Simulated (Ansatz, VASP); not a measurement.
This is a calculation of Co for Ansatz 0.2.0.

Contents of input.yaml:

```yaml
crystal:
  lattice:
    - [-1.4145745, 1.39290955, 1.39215747]
    - [1.44298028, -1.37512715, 1.40278084]
    - [1.4112696, 1.37182225, -1.37437506]
  atoms:
    - { symbol: Co, position: [0.0, 0.0, 0.0], spin: 2.0 }
hamiltonian:
  xc: pbe
  pseudopotentials: { kind: paw }
magnetization:
  spin_polarized: true
kpoints:
  mp_grid: { grid: [13, 13, 13] }
scf:
  occupations: { method: fermi_dirac, width: 0.05 }
output:
  forces: true
  stress: true
  eigenvalues: true
```

Potentials or basis: Ansatz PAW.

Command:

```bash
$ ansatz run input.yaml --threads 1 --pin off --max-ram 3584MiB --backend cpu --events-out ev --progress --plain --runs-dir out
```

**Question.** Set up the same calculation for VASP 6.6.1. Potentials there: VASP PAW PBE potentials, release 64 (Co).

**Answer.** As run (the cutoff follows the program's own potentials):

Contents of INCAR:

```
PREC = Accurate ; ENCUT = 520
EDIFF = 1E-7 ; ISMEAR = -1
SIGMA = 0.05 ; LREAL = F
LASPH = T ; NELM = 150
ALGO = Normal ; ISIF = 2
LWAVE = F ; LCHARG = T
ISPIN = 2 ; MAGMOM = 2
LORBIT = 11 ; LMAXMIX = 4
GGA = PE ; LELF = T
LVHAR = T ; NBANDS = 14
```

File KPOINTS:

```
regular mesh
0
Gamma
  13 13 13
```

Contents of POSCAR:

```
Co
1.0
   -1.4145745000      1.3929095500      1.3921574700
    1.4429802800     -1.3751271500      1.4027808400
    1.4112696000      1.3718222500     -1.3743750600
Co
1
Direct
    0.0000000000      0.0000000000      0.0000000000
```

Potentials or basis: VASP PAW PBE potentials, release 64 (Co).

Run with:

```bash
$ cat potpaw_PBE.64/Co/POTCAR > POTCAR
$ mpirun -np 1 vasp_std > vasp.out
```

Both were run:

|  | VASP | Ansatz | Ansatz less VASP |
| --- | --- | --- | --- |
| gap on the k mesh at the Fermi level (eV) | none | none | - |
| pressure (GPa) | 0.0 | 0.8 | +0.86 |
| traceless stress, the component that is largest in VASP (GPa) | -2.70 | -2.78 | -0.084 |
| net moment per atom (μB) | 1.70 | 1.71 | +0.016 |
| size of the moment on the site where the two differ most (μB) | 1.72 | 1.78 | +0.063 |

Site moments also hang on the region over which each program counts them. A gap of «none» marks a metal or a gap that the smearing closes. VASP's potentials hold 9 valence electrons a cell and Ansatz's 17, so a difference there can come from the potentials and not from the codes.
